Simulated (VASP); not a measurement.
Here is a VASP 6.6.1 calculation.

INCAR

```
PREC = Accurate ; ENCUT = 520
EDIFF = 1E-7 ; ISMEAR = -1
SIGMA = 0.05 ; LREAL = False
LASPH = True ; NELM = 60
ALGO = Normal ; ISIF = 2
LWAVE = False ; LCHARG = True
GGA = PE ; LELF = True
LVHAR = True ; NBANDS = 16
```

Contents of KPOINTS:

```
regular mesh
0
Gamma
  14 14 14
```

The input POSCAR:

```
Ir
1.0
    0.0000000000      2.2094021810      2.2094021810
    2.2094021810      0.0000000000      2.2094021810
    2.2094021810      2.2094021810      0.0000000000
Ir
2
Direct
   -0.1250000000     -0.1250000000     -0.1250000000
    0.1250000000      0.1250000000      0.1250000000
```

Potentials or basis: VASP PAW PBE potentials, release 64 (Ir).

The run is started by

```sh
$ cat potpaw_PBE.64/Ir/POTCAR > POTCAR
$ mpirun -np 1 vasp_std > vasp.out
```

Problem. Predict the pressure.

Solution. 547.5 GPa.

Problem. Predict the band gap on the k mesh.

Solution. Zero (band 9 reaches 19.30 eV, above the bottom of band 10 at 15.26 eV).

Caveat: spin-orbit coupling is left out, which moves the levels of the heavy elements.
